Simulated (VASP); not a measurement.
# Ta2N in VASP: further runs

The runs below take Ta2N through single point, relaxation of cell and atoms, with PBE.

All numbers are computed with VASP 6.6.1; they aren't measurements. Logs are shortened: lines on timing, memory, paths and dates and some standing lists are left out, and cuts for length are marked.

## (1) The cell of the first run

The typed cell holds 3 atoms: a = 3.115 Å, b = 3.115 Å, c = 4.856 Å, α = 90.00°, β = 90.00°, γ = 120.00°.

## (2) Single point, PBE

File INCAR:

```
SYSTEM = Ta2N
PREC = Accurate
ENCUT = 520
EDIFF = 1E-7
ISMEAR = 0
SIGMA = 0.1
LREAL = .FALSE.
LASPH = .TRUE.
NELM = 60
ALGO = Normal
ISIF = 2
LWAVE = .FALSE.
LCHARG = .FALSE.
GGA = PE
NBANDS = 20
```

File KPOINTS:

```
regular mesh
0
G
  6 6 4
  0 0 0
```

File POSCAR:

```
Ta2N
1.0
    3.1147406689      0.0000000026      0.0000000000
   -1.5573703367      2.6974445442      0.0000000000
    0.0000000000      0.0000000000      4.8563767997
Ta N
2 1
Direct
    0.6666666667      0.3333333333      0.1354811909
    0.0000000000      0.0000000000      0.6305305369
    0.3333333333      0.6666666667      0.8829726922
```

Potentials or basis: VASP PAW PBE potentials, release 64 (Ta_pv, N).

Started as:

```sh
$ cat potpaw_PBE.64/Ta_pv/POTCAR potpaw_PBE.64/N/POTCAR > POTCAR
$ mpirun -np 1 vasp_std > vasp.out
```

OUTCAR:

```text
SYSTEM = Ta2N
   PREC = Accurate
   ENCUT = 520
   EDIFF = 1E-7
   ISMEAR = 0
   LREAL = .FALSE.
   LASPH = .TRUE.
   NELM = 60
   ISIF = 2
   GGA = PE

 ion  position               nearest neighbor table
   1  0.667  0.333  0.135-   3 2.18   3 2.18   3 2.18   2 3.00   2 3.00   2 3.00   2 3.04   2 3.04
                             2 3.04
   2  0.000  0.000  0.631-   3 2.18   3 2.18   3 2.18   1 3.00   1 3.00   1 3.00   1 3.04   1 3.04
                             1 3.04
   3  0.333  0.667  0.883-   2 2.18   2 2.18   2 2.18   1 2.18   1 2.18   1 2.18

  LATTYP: Found a hexagonal cell.
 ALAT       =     3.1147406689
 C/A-ratio  =     1.5591592739

  Lattice vectors:

 A1 = (   3.1147406689,   0.0000000026,   0.0000000000)
 A2 = (  -1.5573703367,   2.6974445442,   0.0000000000)
 A3 = (   0.0000000000,   0.0000000000,   4.8563767997)

Analysis of symmetry for initial positions (statically):
=====================================================================
 Subroutine PRICEL returns:
 Original cell was already a primitive cell.

 Routine SETGRP: Setting up the symmetry group for a
 hexagonal supercell.

 Subroutine GETGRP returns: Found  6 space group operations
 (whereof  6 operations were pure point group operations)
 out of a pool of 24 trial point group operations.

The static configuration has the point symmetry C_3v.

Analysis of symmetry for dynamics (positions and initial velocities):
=====================================================================
 Subroutine PRICEL returns:
 Original cell was already a primitive cell.

 Routine SETGRP: Setting up the symmetry group for a
 hexagonal supercell.

 Subroutine GETGRP returns: Found  6 space group operations
 (whereof  6 operations were pure point group operations)
 out of a pool of 24 trial point group operations.

The dynamic configuration has the point symmetry C_3v.

 Subroutine INISYM returns: Found  6 space group operations
 (whereof  6 operations are pure point group operations),
 and found     1 'primitive' translations

----------------------------------------------------------------------------------------

                                     Primitive cell

  volume of cell :      40.8025

  direct lattice vectors                    reciprocal lattice vectors
     3.114740669  0.000000003  0.000000000     0.321054016  0.185360623  0.000000000
    -1.557370337  2.697444544  0.000000000    -0.000000000  0.370721245  0.000000000
     0.000000000  0.000000000  4.856376800     0.000000000  0.000000000  0.205914829

  length of vectors
     3.114740669  3.114740669  4.856376800     0.370721245  0.370721245  0.205914829

  position of ions in fractional coordinates (direct lattice)
     0.666666667  0.333333333  0.135481191
     0.000000000  0.000000000  0.630530537
     0.333333333  0.666666667  0.882972692

  ion indices of the primitive-cell ions
   primitive index   ion index
                 1           1
                 2           2
                 3           3

----------------------------------------------------------------------------------------

 KPOINTS: regular mesh

Automatic generation of k-mesh.
 Grid dimensions read from file:
 generate k-points for:    6    6    4

 Generating k-lattice:

  Cartesian coordinates                     Fractional coordinates (reciprocal lattice)
     0.053509003  0.030893437  0.000000000     0.166666667  0.000000000  0.000000000
    -0.000000000  0.061786874  0.000000000     0.000000000  0.166666667  0.000000000
     0.000000000  0.000000000  0.051478707     0.000000000  0.000000000  0.250000000

  Length of vectors
     0.061786874  0.061786874  0.051478707

  Shift w.r.t. Gamma in fractional coordinates (k-lattice)
     0.000000000  0.000000000  0.000000000

 Subroutine IBZKPT returns following result:
 ===========================================

 Found     24 irreducible k-points:

 Following reciprocal coordinates:
            Coordinates               Weight
  0.000000  0.000000  0.000000      1.000000
  0.166667  0.000000  0.000000      6.000000
  0.333333 -0.000000  0.000000      6.000000
  0.500000 -0.000000  0.000000      3.000000
  0.166667  0.166667  0.000000      6.000000
  0.333333  0.166667  0.000000     12.000000
[... 16 lines left out ...]
  0.333333  0.166667  0.500000     12.000000
  0.333333  0.333333  0.500000      2.000000
   k-points           NKPTS =     24   k-points in BZ     NKDIM =     24   number of bands    NBANDS=     20
   number of dos      NEDOS =    301   number of ions     NIONS =      3
   total plane-waves  NPLWV =  20736
   dimension x,y,z NGX =    24 NGY =   24 NGZ =   36
   dimension x,y,z NGXF=    48 NGYF=   48 NGZF=   72
   ions per type =               2   1
   NGX,Y,Z   is equivalent  to a cutoff of  12.81, 12.81, 12.32 a.u.
   NGXF,Y,Z  is equivalent  to a cutoff of  25.62, 25.62, 24.65 a.u.
 SYSTEM =  Ta2N
   PREC   = accura    normal or accurate (medium, high low for compatibility)
   ISTART =      0    job   : 0-new  1-cont  2-samecut
   ICHARG =      2    charge: 1-file 2-atom 10-const
   ISPIN  =      1    spin polarized calculation?
   LNONCOLLINEAR =      F non collinear calculations
   LSORBIT =      F    spin-orbit coupling
   LASPH  =      T    aspherical Exc in radial PAW
   ENCUT  =  520.0 eV  38.22 Ry    6.18 a.u.   5.79  5.79  9.03*2*pi/ulx,y,z
   NELM   =     60;   NELMIN=  2; NELMDL= -5     # of ELM steps
   EDIFF  = 0.1E-06   stopping-criterion for ELM
   LREAL  =      F    real-space projection
   EDIFFG = 0.1E-05   stopping-criterion for IOM
   NSW    =      0    number of steps for IOM
   IBRION =     -1    ionic relax: 0-MD 1-quasi-New 2-CG
   NFREE  =      0    steps in history (QN), initial steepest desc. (CG)
   ISIF   =      2    stress and relaxation
   ISYM   =      2    0-nonsym 1-usesym 2-fastsym
   POTIM  = 0.5000    time-step for ionic-motion
   TEBEG  =    0.0;   TEEND  =   0.0 temperature during run
   PSTRESS=    0.0 pullay stress
   NELECT =      27.0000    total number of electrons
   NUPDOWN=      -1.0000    fix difference up-down
   EMIN   =  10.00;   EMAX   =-10.00  energy-range for DOS
   EFERMI =   0.00;   METHOD = LEGACY
   ISMEAR =     0;   SIGMA  =   0.10  broadening in eV -4-tet -1-fermi 0-gaus
   EFERMI_NEDOS =   21; number of points for ismear=-14 and -15
   IALGO  =     38    algorithm
   IMIX   =      4    mixing-type and parameters
     AMIX     =   0.40;   BMIX     =  1.00
     AMIX_MAG =   1.60;   BMIX_MAG =  1.00
  volume/ion in A,a.u.               =      13.60        91.78
  Fermi-wavevector in a.u.,A,eV,Ry     =   1.426594  2.695872 27.690187  2.035171
  Thomas-Fermi vector in A             =   2.546855
   LORBIT       =      0    0 simple, 1 ext, 2 COOP (PROOUT), +10 PAW based schemes
   GGA     = PE    functional components
   LHFCALC =     F    Hartree Fock is set to
   AEXX    =    0.0000 exact exchange contribution
   IVDW    =     0    specifies the selected vdW correction
   LEPSILON=     F    determine dielectric tensor
   LRPA    =     F    only Hartree local field effects (RPA)
 non-spin polarized calculation
 Gauss-broadening in eV      SIGMA  =   0.10
  energy-cutoff  :      520.00
  volume of cell :       40.80
 maximum number of plane-waves:      1112
 NGX is ok and might be reduce to    24
   NGX = 11   NGY = 11   NGZ = 19

 number of electron      26.9999996 magnetization

 Free energy of the ion-electron system (eV)
  ---------------------------------------------------
  ext. energy  EPLUGINS =         0.00000000
  ---------------------------------------------------
  free energy    TOTEN  =       -34.37897673 eV

  energy without entropy =      -34.37365197  energy(sigma->0) =      -34.37631435

 E-fermi :   7.5716     XC(G=0): -12.8517

 val. band max:        7.5627298034   @ k =   0.1667   0.0000   0.2500
 cond. band min:       7.6391667257   @ k =   0.0000   0.3333   0.2500
 fundamental gap:      0.0764369223
 Fermi energy:         7.5716488313

 k-point     1 :       0.0000    0.0000    0.0000
  band No.  band energies     occupation
      1     -28.2141      2.00000
      2     -27.4956      2.00000
      3     -27.4956      2.00000
      4     -27.3686      2.00000
      5     -27.3686      2.00000
      6     -27.2460      2.00000
[... 12 lines left out ...]
     19       8.7103      0.00000
     20      12.3845      0.00000

 k-point     2 :       0.1667    0.0000    0.0000
  band No.  band energies     occupation
      1     -28.1353      2.00000
      2     -27.6478      2.00000
      3     -27.5493      2.00000
      4     -27.5163      2.00000
      5     -27.3820      2.00000
      6     -27.2800      2.00000
[... 12 lines left out ...]
     19      10.5066      0.00000
     20      12.1992      0.00000

 k-point     3 :       0.3333   -0.0000    0.0000
  band No.  band energies     occupation
      1     -27.9879      2.00000
      2     -27.9123      2.00000
      3     -27.7818      2.00000
      4     -27.6451      2.00000
      5     -27.4187      2.00000
      6     -27.3825      2.00000
[... 12 lines left out ...]
     19      11.6524      0.00000
     20      12.8685      0.00000

 k-point     4 :       0.5000   -0.0000    0.0000
  band No.  band energies     occupation
      1     -28.1173      2.00000
      2     -27.9125      2.00000
      3     -27.7856      2.00000
      4     -27.6898      2.00000
      5     -27.4805      2.00000
      6     -27.4395      2.00000
[... 429 lines left out ...]
 k-point    23 :       0.3333    0.1667    0.5000
  band No.  band energies     occupation
      1     -28.1058      2.00000
      2     -28.0533      2.00000
      3     -27.7047      2.00000
      4     -27.6810      2.00000
      5     -27.4418      2.00000
      6     -27.4359      2.00000
[... 12 lines left out ...]
     19      11.9468      0.00000
     20      13.1812      0.00000

 k-point    24 :       0.3333    0.3333    0.5000
  band No.  band energies     occupation
      1     -28.0109      2.00000
      2     -28.0108      2.00000
      3     -27.9001      2.00000
      4     -27.8270      2.00000
      5     -27.4133      2.00000
      6     -27.4132      2.00000
[... 12 lines left out ...]
     19      12.9888      0.00000
     20      13.0592      0.00000

------------------------ aborting loop because EDIFF is reached ----------------------------------------

  FORCE on cell =-STRESS in cart. coord.  units (eV):
  Direction    XX          YY          ZZ          XY          YZ          ZX
  --------------------------------------------------------------------------------------
  -------------------------------------------------------------------------------------
  Total        0.0230478      0.0230478      0.0953054      0.0000000      0.0000000     -0.0000000
  in kB        0.9050098      0.9050098      3.7423246      0.0000000      0.0000000     -0.0000000
  external PRESSURE =       1.8507814 kB  Pullay stress =       0.0000000 kB

 VOLUME and BASIS-vectors are now :
 -----------------------------------------------------------------------------
  energy-cutoff  :      520.00
  volume of cell :       40.80
      direct lattice vectors                 reciprocal lattice vectors
     3.114740669  0.000000003  0.000000000     0.321054016  0.185360623  0.000000000
    -1.557370337  2.697444544  0.000000000    -0.000000000  0.370721245  0.000000000
     0.000000000  0.000000000  4.856376800     0.000000000  0.000000000  0.205914829

 POSITION                                       TOTAL-FORCE (eV/Angst)
 -----------------------------------------------------------------------------------
      1.55737      0.89915      0.65795        -0.000000      0.000000      0.050420
      0.00000      0.00000      3.06209        -0.000000      0.000000     -0.052681
     -0.00000      1.79830      4.28805         0.000000     -0.000000      0.002262
 -----------------------------------------------------------------------------------
    total drift:                                0.000000     -0.000000      0.000127

  FREE ENERGIE OF THE ION-ELECTRON SYSTEM (eV)
  ---------------------------------------------------
  free  energy   TOTEN  =       -34.3789767337 eV

  energy  without entropy=      -34.3736519750  energy(sigma->0) =      -34.37631435
```

It took 7.8 s on 1 thread of Intel Xeon 6975P-C (Granite Rapids), shared host; peak memory 0.16 GiB.

Results:

```yaml
Free_energy: -34.3790 eV
Pressure: 0.2 GPa
Largest_force: 0.053 eV/Å
```

Forces on the atoms (eV/Å):
```
Ta   0.000  0.000  0.050
Ta   0.000  0.000 -0.053
N    0.000  0.000  0.002
```

Stress tensor (GPa, compression positive):
```
0.09 0.00 0.00
0.00 0.09 0.00
0.00 0.00 0.37
```

Caveat: the k points lie up to 0.39 Å⁻¹ apart; spin-orbit coupling is left out, which moves the levels of the heavy elements.

## (3) Single point, PBE, collinear spin, ferromagnetic start

File INCAR:

```
SYSTEM = Ta2N
ALGO = Normal ; EDIFF = 1E-6
ENCUT = 520 ; GGA = PE
ISIF = 2 ; ISMEAR = 0
ISPIN = 2 ; LASPH = .TRUE.
LCHARG = .TRUE. ; LELF = .TRUE.
LMAXMIX = 4 ; LORBIT = 11
LREAL = .FALSE. ; LVHAR = .TRUE.
LWAVE = .FALSE. ; MAGMOM = 1 1 0
NBANDS = 24 ; NELM = 150
PREC = Accurate ; SIGMA = 0.1
```

File KPOINTS:

```
k-points
0
G
  6 6 4
  0 0 0
```

File POSCAR:

```
Ta2N
1.0
    3.1147406689      0.0000000000      0.0000000000
   -1.5573703345      2.6974445455      0.0000000000
    0.0000000000      0.0000000000      4.8563767997
Ta N
2 1
Direct
    0.3333333333      0.6666666667      0.7525084988
    0.6666666667      0.3333333333      0.2474915012
    0.0000000000      0.0000000000      0.5000000000
```

Potentials or basis: VASP PAW PBE potentials, release 64 (Ta_pv, N).

Started as:

```sh
$ cat potpaw_PBE.64/Ta_pv/POTCAR potpaw_PBE.64/N/POTCAR > POTCAR
$ mpirun -np 1 vasp_std > vasp.out
```

OUTCAR:

```text
SYSTEM = Ta2N
   EDIFF = 1E-6
   ENCUT = 520
   GGA = PE
   ISIF = 2
   ISMEAR = 0
   ISPIN = 2
   LASPH = .TRUE.
   LORBIT = 11
   LREAL = .FALSE.
   NELM = 150
   PREC = Accurate

 ion  position               nearest neighbor table
   1  0.333  0.667  0.753-   3 2.18   3 2.18   3 2.18   2 3.00   2 3.00   2 3.00   2 3.04   2 3.04
                             2 3.04
   2  0.667  0.333  0.247-   3 2.18   3 2.18   3 2.18   1 3.00   1 3.00   1 3.00   1 3.04   1 3.04
                             1 3.04
   3  0.000  0.000  0.500-   1 2.18   2 2.18   2 2.18   1 2.18   2 2.18   1 2.18

  LATTYP: Found a hexagonal cell.
 ALAT       =     3.1147406689
 C/A-ratio  =     1.5591592739

  Lattice vectors:

 A1 = (   3.1147406689,   0.0000000000,   0.0000000000)
 A2 = (  -1.5573703345,   2.6974445455,   0.0000000000)
 A3 = (   0.0000000000,   0.0000000000,   4.8563767997)

Analysis of symmetry for initial positions (statically):
=====================================================================
[... 1497 lines left out ...]

------------------------ aborting loop because EDIFF is reached ----------------------------------------

  FORCE on cell =-STRESS in cart. coord.  units (eV):
  Direction    XX          YY          ZZ          XY          YZ          ZX
  --------------------------------------------------------------------------------------
  -------------------------------------------------------------------------------------
  Total        0.0196718      0.0196718      0.0942241     -0.0000000      0.0000000      0.0000000
  in kB        0.7724467      0.7724467      3.6998645     -0.0000000      0.0000000      0.0000000
  external PRESSURE =       1.7482526 kB  Pullay stress =       0.0000000 kB

 VOLUME and BASIS-vectors are now :
 -----------------------------------------------------------------------------
  energy-cutoff  :      520.00
  volume of cell :       40.80
      direct lattice vectors                 reciprocal lattice vectors
     3.114740669  0.000000000  0.000000000     0.321054016  0.185360622  0.000000000
    -1.557370335  2.697444545  0.000000000     0.000000000  0.370721245  0.000000000
     0.000000000  0.000000000  4.856376800     0.000000000  0.000000000  0.205914829

 POSITION                                       TOTAL-FORCE (eV/Angst)
 -----------------------------------------------------------------------------------
     -0.00000      1.79830      3.65446        -0.000000     -0.000000      0.046278
      1.55737      0.89915      1.20191        -0.000000      0.000000     -0.046278
      0.00000      0.00000      2.42819         0.000000      0.000000     -0.000000
 -----------------------------------------------------------------------------------
    total drift:                               -0.000000      0.000000      0.000000

  FREE ENERGIE OF THE ION-ELECTRON SYSTEM (eV)
  ---------------------------------------------------
  free  energy   TOTEN  =       -34.3790001517 eV

  energy  without entropy=      -34.3736688679  energy(sigma->0) =      -34.37633451

 total charge

# of ion       s       p       d       tot
------------------------------------------
    1        0.311   6.221   2.352   8.884
    2        0.311   6.221   2.352   8.884
    3        1.245   2.508   0.000   3.753
--------------------------------------------------
tot          1.867  14.950   4.704  21.521

 magnetization (x)

# of ion       s       p       d       tot
------------------------------------------
    1       -0.000  -0.000   0.000  -0.000
    2       -0.000  -0.000   0.000  -0.000
    3        0.000   0.000   0.000   0.000
--------------------------------------------------
tot         -0.000   0.000   0.000   0.000
```

stdout:

```text
POSCAR found type information on POSCAR TaN
 POSCAR found :  2 types and       3 ions
 scaLAPACK will be used
 LDA part: xc-table for (Slater+PW92), standard interpolation
 POSCAR, INCAR and KPOINTS ok, starting setup
 FFT: planning ... GRIDC
 FFT: planning ... GRID_SOFT
 FFT: planning ... GRID
 WAVECAR not read
 entering main loop
```

It took 17 s on 1 thread of Intel Xeon 6975P-C (Granite Rapids), shared host; peak memory 0.19 GiB.

Results:

```yaml
Free_energy: -34.3790 eV
Pressure: 0.2 GPa
Largest_force: 0.046 eV/Å
Net_moment: 0.00 μB per cell
Valence_electrons_inside_the_program's_atomic_spheres: Ta 8.88; N 3.75
```

Forces in eV/Å, atoms in the order of the input:
```
Ta   0.000  0.000  0.046
Ta   0.000  0.000 -0.046
N    0.000  0.000  0.000
```

Stress tensor (GPa, compression positive):
```
0.08 0.00 0.00
0.00 0.08 0.00
0.00 0.00 0.37
```

Caveat: the k points lie up to 0.39 Å⁻¹ apart; spin-orbit coupling is left out, which moves the levels of the heavy elements.

[end of part 1 of 2]
